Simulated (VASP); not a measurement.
Wanted: the native input for a VASP 6.6.1 run.

```yaml
Task: single point
Functional: PBE
Potentials_or_basis: VASP PAW PBE potentials, release 64 (Hf_pv, C)
Cutoff: 520 eV
k_mesh: 10 × 10 × 10
Occupations: fermi-dirac, width 0.05 eV
Spin: no spin polarisation
Dipole_correction: no
Further_INCAR_settings: ALGO = Normal; EDIFF = 1e-06; NBANDS = 14
```

The structure of HfC lies in POSCAR:

```
HfC
1.0
    0.0000000000      2.3250000000      2.3250000000
    2.3250000000      0.0000000000      2.3250000000
    2.3250000000      2.3250000000      0.0000000000
Hf C
1 1
Direct
    0.5000000000      0.5000000000      0.5000000000
    0.0000000000      0.0000000000      0.0000000000
```

One way to write it, as run:

INCAR

```
SYSTEM = HfC
PREC = Accurate
ENCUT = 520
EDIFF = 1E-6
ISMEAR = -1
SIGMA = 0.05
LREAL = .FALSE.
LASPH = .TRUE.
NELM = 80
ALGO = Normal
ISIF = 2
LWAVE = .FALSE.
LCHARG = .FALSE.
GGA = PE
NBANDS = 14
```

KPOINTS

```
regular mesh
0
G
  10 10 10
  0 0 0
```

Potentials or basis: VASP PAW PBE potentials, release 64 (Hf_pv, C).

Launch:

```console
$ cat potpaw_PBE.64/Hf_pv/POTCAR potpaw_PBE.64/C/POTCAR > POTCAR
$ mpirun -np 1 vasp_std > vasp.out
```

Results of the run:

```json
{
  "Pressure": "-0.4 GPa",
  "Band gap on the k mesh": "zero (band 7 reaches 6.95 eV, above the bottom of band 8 at 5.55 eV)"
}
```

Caveat: spin-orbit coupling is left out, which moves the levels of the heavy elements.

It took 24 s on 1 thread of AMD EPYC 7R43 64-Core Processor (Zen 3), with other jobs on the host, peak memory 0.11 GiB.
